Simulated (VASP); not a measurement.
Wanted: the native input for a VASP 6.6.1 run.

- Task: single point
- Functional: PBE
- Potentials or basis: VASP PAW PBE potentials, release 64 (Si, C)
- Cutoff: 520 eV
- k mesh: 12 × 12 × 4
- Occupations: gaussian, width 0.05 eV
- Spin: no spin polarisation
- Dipole correction: no
- Further INCAR settings: ALGO = Normal; EDIFF = 1e-06; NBANDS = 26

The structure of SiC lies in POSCAR:

```
SiC
1.0
    3.0219000000      0.0000000000      0.0000000000
   -1.5109500000      2.6170421677      0.0000000000
    0.0000000000      0.0000000000      9.8591000000
Si C
4 4
Direct
    0.6666666667      0.3333333333      0.9378436843
    0.3333333333      0.6666666667      0.4378436843
    0.0000000000      0.0000000000      0.6878989045
    0.0000000000      0.0000000000      0.1878989045
    0.6666666667      0.3333333333      0.7498087506
    0.3333333333      0.6666666667      0.2498087506
    0.0000000000      0.0000000000      0.5004476606
    0.0000000000      0.0000000000      0.0004476606
```

One way to write it, as run:

INCAR

```
  PREC = Accurate
  ENCUT = 520
  EDIFF = 1E-6
  ISMEAR = 0
  SIGMA = 0.05
  LREAL = False
  LASPH = True
  NELM = 60
  ALGO = Normal
  ISIF = 2
  LWAVE = False
  LCHARG = False
  GGA = PE
  NBANDS = 26
```

KPOINTS

```
regular mesh
0
Gamma
  12 12 4
```

Potentials or basis: VASP PAW PBE potentials, release 64 (Si, C).

Run with:

```sh
$ cat potpaw_PBE.64/Si/POTCAR potpaw_PBE.64/C/POTCAR > POTCAR
$ mpirun -np 1 vasp_std > vasp.out
```

It gave:

| Item | Value |
| --- | --- |
| Pressure | 18.2 GPa |
| Largest force | 0.062 eV/Å |
| Band gap on the k mesh | 2.25 eV, indirect (least direct gap 3.37 eV) |

Wall time 62 s on 1 thread of AMD EPYC 9R45 96-Core Processor (Zen 5), on a shared host, peak memory 0.21 GiB.
